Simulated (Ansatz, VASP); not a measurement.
**MnO: VASP beside Ansatz**

```xyz
2
Lattice="1.5750 0.9093 2.5322 -1.5750 0.9093 2.5322 0.0000 -1.8186 2.5322" Properties=species:S:1:pos:R:3 pbc="T T T"
Mn    0.0000    0.0000    0.0000
O     0.0000    0.0000    3.7984
```

Alike in both runs: task single point; functional r2SCAN; k mesh 6 × 6 × 6; occupations gaussian, width 0.1 eV; collinear spin.

|  | VASP | Ansatz |
| --- | --- | --- |
| version | VASP 6.6.1 | Ansatz 0.2.0 |
| potentials or method | VASP PAW PBE potentials, release 64 (Mn_pv, O), cutoff 520 eV | scalar-relativistic, plane waves, PAW |
| valence electrons in the cell | 19 | 21 |

```csv
,VASP,Ansatz,Ansatz less VASP
gap on the k mesh at the Fermi level (eV),none,none,-
pressure (GPa),2.2,1.9,-0.23
"traceless stress, the component that is largest in VASP (GPa)",1.63,1.60,-0.033
net moment per atom (μB),2.49,2.49,0.000
size of the moment on the site where the two differ most (μB),4.53,4.25,-0.283
```

VASP's potentials were made for PBE, not for r2SCAN. Site moments also hang on the region over which each program counts them. A gap of «none» marks a metal or a gap that the smearing closes. VASP's potentials hold 19 valence electrons a cell and Ansatz's 21, so a difference there can come from the potentials and not from the codes. Ansatz's warnings: stability check not made.

The k mesh is coarse, so the values compare programs but aren't converged.
